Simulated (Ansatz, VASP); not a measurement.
# Two plane-wave programs on KScS2

The input INCAR:

```
PREC = Accurate
ENCUT = 520
EDIFF = 1E-7
ISMEAR = -1
SIGMA = 0.02
LREAL = F
LASPH = T
NELM = 60
ALGO = Normal
ISIF = 2
LWAVE = F
LCHARG = F
GGA = PE
NBANDS = 24
```

Contents of KPOINTS:

```
regular mesh
0
Gamma
  6 6 4
```

POSCAR

```
KScS2
1.0
    4.0914160644      0.0000000000      0.0000000000
    0.0000000000      4.0914160644      0.0000000000
    0.0000000000      0.0000000000      5.5363859125
K S Sc
1 2 1
Direct
    0.0000000000      0.0000000000      0.0000000000
    0.0000000000      0.0000000000      0.5000000000
    0.5000000000      0.5000000000      0.0000000000
    0.5000000000      0.5000000000      0.5000000000
```

Input for Ansatz:

```yaml
crystal:
  lattice:
    - [4.0914160644, 0.0, 0.0]
    - [0.0, 4.0914160644, 0.0]
    - [0.0, 0.0, 5.5363859125]
  atoms:
    - { symbol: K, position: [0.0, 0.0, 0.0] }
    - { symbol: S, position: [0.0, 0.0, 0.5] }
    - { symbol: Sc, position: [0.5, 0.5, 0.5] }
    - { symbol: S, position: [0.5, 0.5, 0.0] }
kpoints:
  mp_grid: { grid: [6, 6, 4] }
hamiltonian:
  xc: pbe
scf:
  occupations: { method: fermi_dirac, width: 0.02 }
  n_extra_bands: 5
output:
  forces: true
  stress: true
  eigenvalues: true
```

Alike in both runs: task single point; functional PBE; k mesh 6 × 6 × 4; occupations fermi-dirac, width 0.02 eV; no spin polarisation.

|  | VASP | Ansatz |
| --- | --- | --- |
| version | VASP 6.6.1 | Ansatz 0.2.0 |
| potentials or method | VASP PAW PBE potentials, release 64 (K_sv, S, Sc_sv) | plane waves, PAW |
| plane-wave cutoff (eV) | 520 | 420 |
| valence electrons in the cell | 32 | 32 |

VASP gave:

- pressure (GPa): -1.4

**Question.** What did Ansatz give for the same quantities?

**Answer.** Pressure (GPa): -1.6.
